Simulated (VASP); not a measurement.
# SnPb3O4 (P4mm) in VASP: a series of runs

SnPb3O4 is run at these levels: PBE; tasks: single point.

All numbers are computed with VASP 6.6.1; they aren't measurements. Logs are shortened: lines on timing, memory, paths and dates and some standing lists are left out, and cuts for length are marked.

## Step 1: The cell of the first run

It takes space group P4mm (No. 99, tetragonal). Conventional cell: a = 3.963 Å, b = 3.963 Å, c = 10.015 Å, α = 90.00°, β = 90.00°, γ = 90.00°. Sn (site symmetry 4mm) has 4 O at 2.30 Å within 3.0 Å. Pb (site symmetry 4mm) has 4 O at 2.30 Å within 3.0 Å. Pb (site symmetry 4mm) has 4 O at 2.30 Å within 3.0 Å. Within 3.0 Å of Pb (site symmetry 4mm) lie 4 O at 2.30 Å. Within 3.0 Å of O (site symmetry 2mm) lie 4 Pb at 2.30 Å and 4 O at 2.80 Å. Within 3.0 Å of O (site symmetry 2mm) lie 2 Sn at 2.30 Å and 2 Pb at 2.30 Å and 4 O at 2.80 Å.

## Step 2: Single point, PBE

INCAR reads:

```
SYSTEM = SnPb3O4
PREC = Accurate ; ENCUT = 520
EDIFF = 1E-6 ; ISMEAR = 0
SIGMA = 0.1 ; LREAL = .FALSE.
LASPH = .TRUE. ; NELM = 100
ALGO = Normal ; ISIF = 2
LWAVE = .FALSE. ; LCHARG = .FALSE.
GGA = PE ; NBANDS = 50
```

KPOINTS reads:

```
Automatic mesh
0
G
  4 4 2
  0 0 0
```

POSCAR reads:

```
SnPb3O4
1.0
    3.9630386300      0.0000000000      0.0000000000
    0.0000000000      3.9630386300      0.0000000000
    0.0000000000      0.0000000000     10.0152874100
Sn Pb O
1 3 4
Direct
    0.5000000000      0.5000000000      0.3824500000
    0.0000000000      0.0000000000      0.1175500000
    0.0000000000      0.0000000000      0.6175500000
    0.5000000000      0.5000000000      0.8824500000
    0.0000000000      0.5000000000      0.0000000000
    0.0000000000      0.5000000000      0.5000000000
    0.5000000000      0.0000000000      0.0000000000
    0.5000000000      0.0000000000      0.5000000000
```

Potentials or basis: VASP PAW PBE potentials, release 64 (Sn_d, Pb_d, O).

The run is started by

```sh
cat potpaw_PBE.64/Sn_d/POTCAR potpaw_PBE.64/Pb_d/POTCAR potpaw_PBE.64/O/POTCAR > POTCAR
mpirun -np 1 vasp_std > vasp.out
```

OUTCAR:

```text
SYSTEM = SnPb3O4
   PREC = Accurate
   ENCUT = 520
   EDIFF = 1E-6
   ISMEAR = 0
   LREAL = .FALSE.
   LASPH = .TRUE.
   NELM = 100
   ISIF = 2
   GGA = PE

 ion  position               nearest neighbor table
   1  0.500  0.500  0.382-   6 2.30   8 2.30   8 2.30   6 2.30   3 3.66   3 3.66   3 3.66   3 3.66
                             2 3.86   2 3.86   2 3.86   2 3.86
   2  0.000  0.000  0.118-   5 2.30   7 2.30   5 2.30   7 2.30   4 3.66   4 3.66   4 3.66   4 3.66
                             1 3.86   1 3.86   1 3.86   1 3.86
   3  0.000  0.000  0.618-   6 2.30   8 2.30   6 2.30   8 2.30   1 3.66   1 3.66   1 3.66   1 3.66
                             4 3.86   4 3.86   4 3.86   4 3.86
   4  0.500  0.500  0.882-   5 2.30   7 2.30   7 2.30   5 2.30   2 3.66   2 3.66   2 3.66   2 3.66
                             3 3.86   3 3.86   3 3.86   3 3.86
   5  0.000  0.500  0.000-   2 2.30   4 2.30   2 2.30   4 2.30
   6  0.000  0.500  0.500-   1 2.30   3 2.30   3 2.30   1 2.30
   7  0.500  0.000  0.000-   2 2.30   4 2.30   4 2.30   2 2.30
   8  0.500  0.000  0.500-   1 2.30   3 2.30   1 2.30   3 2.30

  LATTYP: Found a simple tetragonal cell.
 ALAT       =     3.9630386300
 C/A-ratio  =     2.5271738040

  Lattice vectors:

 A1 = (   3.9630386300,   0.0000000000,   0.0000000000)
 A2 = (   0.0000000000,   3.9630386300,   0.0000000000)
 A3 = (   0.0000000000,   0.0000000000,  10.0152874100)

Analysis of symmetry for initial positions (statically):
=====================================================================
 Subroutine PRICEL returns:
 Original cell was already a primitive cell.

 Routine SETGRP: Setting up the symmetry group for a
 simple tetragonal supercell.

 Subroutine GETGRP returns: Found  8 space group operations
 (whereof  8 operations were pure point group operations)
 out of a pool of 16 trial point group operations.

The static configuration has the point symmetry C_4v.

Analysis of symmetry for dynamics (positions and initial velocities):
=====================================================================
 Subroutine PRICEL returns:
 Original cell was already a primitive cell.

 Routine SETGRP: Setting up the symmetry group for a
 simple tetragonal supercell.

 Subroutine GETGRP returns: Found  8 space group operations
 (whereof  8 operations were pure point group operations)
 out of a pool of 16 trial point group operations.

The dynamic configuration has the point symmetry C_4v.

 Subroutine INISYM returns: Found  8 space group operations
 (whereof  8 operations are pure point group operations),
[... 101 lines left out ...]
   ISIF   =      2    stress and relaxation
   ISYM   =      2    0-nonsym 1-usesym 2-fastsym
   POTIM  = 0.5000    time-step for ionic-motion
   TEBEG  =    0.0;   TEEND  =   0.0 temperature during run
   PSTRESS=    0.0 pullay stress
   NELECT =      80.0000    total number of electrons
   NUPDOWN=      -1.0000    fix difference up-down
   EMIN   =  10.00;   EMAX   =-10.00  energy-range for DOS
   EFERMI =   0.00;   METHOD = LEGACY
   ISMEAR =     0;   SIGMA  =   0.10  broadening in eV -4-tet -1-fermi 0-gaus
   EFERMI_NEDOS =   21; number of points for ismear=-14 and -15
   IALGO  =     38    algorithm
   IMIX   =      4    mixing-type and parameters
     AMIX     =   0.40;   BMIX     =  1.00
     AMIX_MAG =   1.60;   BMIX_MAG =  1.00
  volume/ion in A,a.u.               =      19.66       132.69
  Fermi-wavevector in a.u.,A,eV,Ry     =   1.306767  2.469432 23.233852  1.707640
  Thomas-Fermi vector in A             =   2.437547
   LORBIT       =      0    0 simple, 1 ext, 2 COOP (PROOUT), +10 PAW based schemes
   GGA     = PE    functional components
   LHFCALC =     F    Hartree Fock is set to
   AEXX    =    0.0000 exact exchange contribution
   IVDW    =     0    specifies the selected vdW correction
   LEPSILON=     F    determine dielectric tensor
   LRPA    =     F    only Hartree local field effects (RPA)
 non-spin polarized calculation
 Gauss-broadening in eV      SIGMA  =   0.10
  energy-cutoff  :      520.00
  volume of cell :      157.30
 maximum number of plane-waves:      4286
 NGX is ok and might be reduce to    30
   NGX = 15   NGY = 15   NGZ = 37

 number of electron      79.9999990 magnetization

 Free energy of the ion-electron system (eV)
  ---------------------------------------------------
  ext. energy  EPLUGINS =         0.00000000
  ---------------------------------------------------
  free energy    TOTEN  =       -43.40113003 eV

  energy without entropy =      -43.40113003  energy(sigma->0) =      -43.40113003

 E-fermi :   5.7663     XC(G=0):  -9.8277

 val. band max:        5.3359340515   @ k =   0.0000   0.0000   0.0000
 cond. band min:       6.3955387814   @ k =   0.5000   0.5000   0.0000
 fundamental gap:      1.0596047299
 Fermi energy:         5.7662916114

 k-point     1 :       0.0000    0.0000    0.0000
  band No.  band energies     occupation
      1     -15.7161      2.00000
      2     -15.5398      2.00000
      3     -15.5383      2.00000
      4     -15.5383      2.00000
      5     -15.5282      2.00000
      6     -13.3944      2.00000
[... 625 lines left out ...]
     49      11.5752      0.00000
     50      11.6018      0.00000

------------------------ aborting loop because EDIFF is reached ----------------------------------------

  FORCE on cell =-STRESS in cart. coord.  units (eV):
  Direction    XX          YY          ZZ          XY          YZ          ZX
  --------------------------------------------------------------------------------------
  -------------------------------------------------------------------------------------
  Total        3.2998441      3.2998441      2.9637671      0.0000000      0.0000000     -0.0000000
  in kB       33.6111971     33.6111971     30.1880195      0.0000000      0.0000000     -0.0000000
  external PRESSURE =      32.4701379 kB  Pullay stress =       0.0000000 kB

 VOLUME and BASIS-vectors are now :
 -----------------------------------------------------------------------------
  energy-cutoff  :      520.00
  volume of cell :      157.30
      direct lattice vectors                 reciprocal lattice vectors
     3.963038630  0.000000000  0.000000000     0.252331631  0.000000000  0.000000000
     0.000000000  3.963038630  0.000000000     0.000000000  0.252331631  0.000000000
     0.000000000  0.000000000 10.015287410     0.000000000  0.000000000  0.099847359

 POSITION                                       TOTAL-FORCE (eV/Angst)
 -----------------------------------------------------------------------------------
      1.98152      1.98152      3.83035         0.000000      0.000000      0.839716
      0.00000      0.00000      1.17730         0.000000      0.000000      0.813418
      0.00000      0.00000      6.18494         0.000000      0.000000      0.668328
      1.98152      1.98152      8.83799         0.000000     -0.000000     -0.459169
      0.00000      1.98152      0.00000        -0.000000      0.000000     -0.143261
      0.00000      1.98152      5.00764         0.000000     -0.000000     -0.787886
      1.98152      0.00000      0.00000         0.000000      0.000000     -0.143261
      1.98152      0.00000      5.00764         0.000000      0.000000     -0.787886
 -----------------------------------------------------------------------------------
    total drift:                                0.000000      0.000000      0.000303

  FREE ENERGIE OF THE ION-ELECTRON SYSTEM (eV)
  ---------------------------------------------------
  free  energy   TOTEN  =       -43.4011300267 eV

  energy  without entropy=      -43.4011300267  energy(sigma->0) =      -43.40113003
```

Run time: 2.4 min. Hardware: 1 thread of Intel Xeon Platinum 8175M at 2.50GHz (Skylake/Cascade Lake), shared host; peak memory 0.29 GiB.

What came out:

```
Free energy            : -43.4011 eV
Pressure               : 3.2 GPa
Largest force          : 0.840 eV/Å
Band gap on the k mesh : 1.06 eV, indirect (least direct gap 1.90 eV)
```

Forces on the atoms (eV/Å):
```
Sn   0.000  0.000  0.840
Pb   0.000  0.000  0.813
Pb   0.000  0.000  0.668
Pb   0.000  0.000 -0.459
O    0.000  0.000 -0.143
O    0.000  0.000 -0.788
O    0.000  0.000 -0.143
O    0.000  0.000 -0.788
```

Stress tensor (GPa, compression positive):
```
3.36 0.00 0.00
0.00 3.36 0.00
0.00 0.00 3.02
```

Caveat: spin-orbit coupling is left out, which moves the levels of the heavy elements. A k mesh can miss the band edges.

## Step 3: Single point, PBE

This run uses another cell than the first one, of 21.65 Å³/atom, 1.101 times its volume.

INCAR reads:

```
PREC = Accurate
ENCUT = 520
EDIFF = 1E-6
ISMEAR = 0
SIGMA = 0.1
LREAL = F
LASPH = T
NELM = 100
ALGO = Normal
ISIF = 2
LWAVE = F
LCHARG = F
GGA = PE
NBANDS = 50
```

KPOINTS reads:

```
regular mesh
0
Gamma
  4 4 2
```

POSCAR reads:

```
SnPb3O4
1.0
    4.0062437574      0.0000000000      0.0000000000
    0.0000000000      4.0062437574      0.0000000000
    0.0000000000      0.0000000000     10.7907025948
Sn Pb O
1 3 4
Direct
    0.5000000000      0.5000000000      0.3918180880
    0.0000000000      0.0000000000      0.1175845595
    0.0000000000      0.0000000000      0.6066697372
    0.5000000000      0.5000000000      0.8937324023
    0.0000000000      0.5000000000      0.0032111373
    0.0000000000      0.5000000000      0.4918864692
    0.5000000000      0.0000000000      0.0032111373
    0.5000000000      0.0000000000      0.4918864692
```

Potentials or basis: VASP PAW PBE potentials, release 64 (Sn_d, Pb_d, O).

The run is started by

```sh
cat potpaw_PBE.64/Sn_d/POTCAR potpaw_PBE.64/Pb_d/POTCAR potpaw_PBE.64/O/POTCAR > POTCAR
mpirun -np 1 vasp_std > vasp.out
```

It took 2.6 min on 1 thread of Intel Xeon Platinum 8175M at 2.50GHz (Skylake/Cascade Lake), shared host; peak memory 0.31 GiB.

The run converged. Its results:

| Quantity | Value |
| --- | --- |
| Free energy | -43.5979 eV |
| Pressure | 0.1 GPa |
| Largest force | 0.065 eV/Å |
| Band gap on the k mesh | 1.45 eV, indirect (least direct gap 1.74 eV) |

Forces on the atoms (eV/Å):
```
Sn   0.000  0.000 -0.061
Pb   0.000  0.000  0.034
Pb   0.000  0.000  0.065
Pb   0.000  0.000 -0.056
O    0.000  0.000  0.011
O    0.000  0.000 -0.001
O    0.000  0.000  0.011
O    0.000  0.000 -0.001
```

Stress tensor (GPa, compression positive):
```
0.07 0.00 0.00
0.00 0.07 0.00
0.00 0.00 0.28
```

Levels at points of the mesh, in eV from the valence-band top:
```tsv
k point	band 38	band 39	band 40	band 41	band 42	band 43
(0.00, 0.00, 0.00)	-1.43	-1.02	0.00	1.74	1.97	4.19
(0.50, 0.00, 0.00)	-1.41	-1.11	-0.79	2.53	2.78	3.18
(0.50, 0.50, 0.00)	-1.15	-0.85	-0.80	1.45	1.45	3.45
(0.00, 0.00, 0.50)	-1.43	-0.56	-0.33	1.68	1.91	4.48
(0.50, 0.00, 0.50)	-1.20	-1.19	-0.97	2.57	2.83	3.11
(0.50, 0.50, 0.50)	-1.20	-0.85	-0.80	1.98	1.98	2.23
```

Caveat: spin-orbit coupling is left out, which moves the levels of the heavy elements. A k mesh can miss the band edges.
